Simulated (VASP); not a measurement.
Here is a VASP 6.6.1 calculation.

The input INCAR:

```
SYSTEM = Ni2Pt3
ALGO = Fast
EDIFF = 1E-6
ENCUT = 520
GGA = PE
ISIF = 2
ISMEAR = 0
ISPIN = 2
LASPH = .TRUE.
LCHARG = .FALSE.
LMAXMIX = 4
LORBIT = 11
LREAL = .FALSE.
LWAVE = .FALSE.
MAGMOM = 0.99 0.99 0.99 0.99 0.33 0.33 0.33 0.33 0.33 0.33
NBANDS = 65
NELM = 150
PREC = Accurate
SIGMA = 0.1
```

Contents of KPOINTS:

```
k-points
0
G
  6 6 1
  0 0 0
```

The input POSCAR:

```
Ni2Pt3
1.0
    2.7354162000      0.0000000000      0.0000000000
   -1.3677081000      2.3689399000      0.0000000000
    0.0000000000      0.0000000000     21.7632263000
Ni Pt
4 6
Direct
    0.0000000000      0.0000000000      0.0000000000
    0.3333333000      0.6666667000      0.3059350000
    0.3333333000      0.6666667000      0.5000000000
    0.3333333000      0.6666667000      0.6940650000
    0.0000000000      0.0000000000      0.2093770000
    0.0000000000      0.0000000000      0.4030150000
    0.0000000000      0.0000000000      0.5969850000
    0.0000000000      0.0000000000      0.7906230000
    0.3333333000      0.6666667000      0.0967560000
    0.3333333000      0.6666667000      0.9032440000
```

Potentials or basis: VASP PAW PBE potentials, release 64 (Ni, Pt).

The run is started by

```bash
$ cat potpaw_PBE.64/Ni/POTCAR potpaw_PBE.64/Pt/POTCAR > POTCAR
$ mpirun -np 1 vasp_std > vasp.out
```

Problem. What does it give for the site moments?

Solution. Ni +0.86, +0.81 (each value once); Pt +0.23, +0.21 (each value once) μB.

Problem. Predict the largest force.

Solution. 0.075 eV/Å.

Stress tensor (GPa, compression positive):
```
-1.47  0.00  0.00
 0.00 -1.47  0.00
 0.00  0.00  0.23
```

Caveat: the k points lie up to 0.44 Å⁻¹ apart.
